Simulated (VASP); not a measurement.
Write the native input for VASP 6.6.1 that does the following.

| Item | Value |
| --- | --- |
| Task | single point |
| Functional | LDA |
| Potentials or basis | VASP PAW LDA potentials, release 64 (Si) |
| Cutoff | 520 eV |
| k mesh | 10 × 10 × 10 |
| Occupations | gaussian, width 0.05 eV |
| Spin | no spin polarisation |
| Dipole correction | no |
| Further INCAR settings | ALGO = Normal; EDIFF = 1e-06; NBANDS = 11 |

The structure of Si lies in POSCAR:

```
Si
1.0
    0.0000000000      2.5553551053      3.0664261264
    2.5553551053      0.0000000000      3.0664261264
    2.5553551053      2.5553551053      0.0000000000
Si
2
Direct
    0.5000000000      0.5000000000      0.5000000000
    0.7500000000      0.7500000000      0.7500000000
```

This cell differs from its parent crystal: ratio of the length along z to the lengths across it x 1.2, volume and fractional coordinates fixed.

One way to write it, as run:

INCAR

```
SYSTEM = Si
ALGO = Normal
EDIFF = 1E-6
ENCUT = 520
ISIF = 2
ISMEAR = 0
LASPH = .True.
LCHARG = .True.
LELF = .True.
LREAL = .False.
LVHAR = .True.
LWAVE = .False.
NBANDS = 11
NELM = 80
PREC = Accurate
SIGMA = 0.05
```

KPOINTS

```
k-points
0
Gamma
  10 10 10
  0 0 0
```

Potentials or basis: VASP PAW LDA potentials, release 64 (Si).

Launch:

```console
$ cat potpaw_LDA.64/Si/POTCAR > POTCAR
$ mpirun -np 1 vasp_std > vasp.out
```

It gave:

| Item | Value |
| --- | --- |
| Pressure | -2.5 GPa |
| Band gap on the k mesh | zero (band 4 reaches 6.35 eV, above the bottom of band 5 at 5.82 eV) |

Run time: 24 s on 1 thread of Intel Xeon 6975P-C (shared host), peak memory 0.16 GiB.
